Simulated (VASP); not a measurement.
Write the native input for VASP 6.6.1 that does the following.

* Task: single point
* Functional: PBE
* Potentials or basis: VASP PAW PBE potentials, release 64 (Na_pv, F)
* Cutoff: 520 eV
* k mesh: 8 × 8 × 8
* Occupations: gaussian, width 0.05 eV
* Spin: no spin polarisation
* Dipole correction: no
* Further INCAR settings: ALGO = Normal; EDIFF = 1e-06; NBANDS = 14

The structure of NaF lies in POSCAR:

```
NaF
1.0
    0.0000000000      2.3581495000      2.2884505000
    2.3581495000      0.0000000000      2.2884505000
    2.3581495000      2.3581495000      0.0000000000
Na F
1 1
Direct
    0.0000000000      0.0000000000      0.0000000000
    0.5000000000      0.5000000000      0.5000000000
```

This cell differs from its parent crystal: strain +0.015 along x and y, -0.015 along z.

One way to write it, as run:

INCAR

```
SYSTEM = NaF
PREC = Accurate ; ENCUT = 520
EDIFF = 1E-6 ; ISMEAR = 0
SIGMA = 0.05 ; LREAL = .False.
LASPH = .True. ; NELM = 100
ALGO = Normal ; ISIF = 2
LWAVE = .False. ; LCHARG = .False.
GGA = PE ; NBANDS = 14
```

KPOINTS

```
regular mesh
0
Gamma
  8 8 8
  0 0 0
```

Potentials or basis: VASP PAW PBE potentials, release 64 (Na_pv, F).

Command:

```console
$ cat potpaw_PBE.64/Na_pv/POTCAR potpaw_PBE.64/F/POTCAR > POTCAR
$ mpirun -np 1 vasp_std > vasp.out
```

It gave:

The pressure is 0.9 GPa and the band gap on the k mesh is 6.17 eV, direct.

Caveat: the cell differs from its parent crystal (strain +0.015 along x and y, -0.015 along z).

It took 7.5 s on 1 thread of Intel(R) Xeon(R) 6975P-C (Granite Rapids) (shared host), peak memory 0.14 GiB.
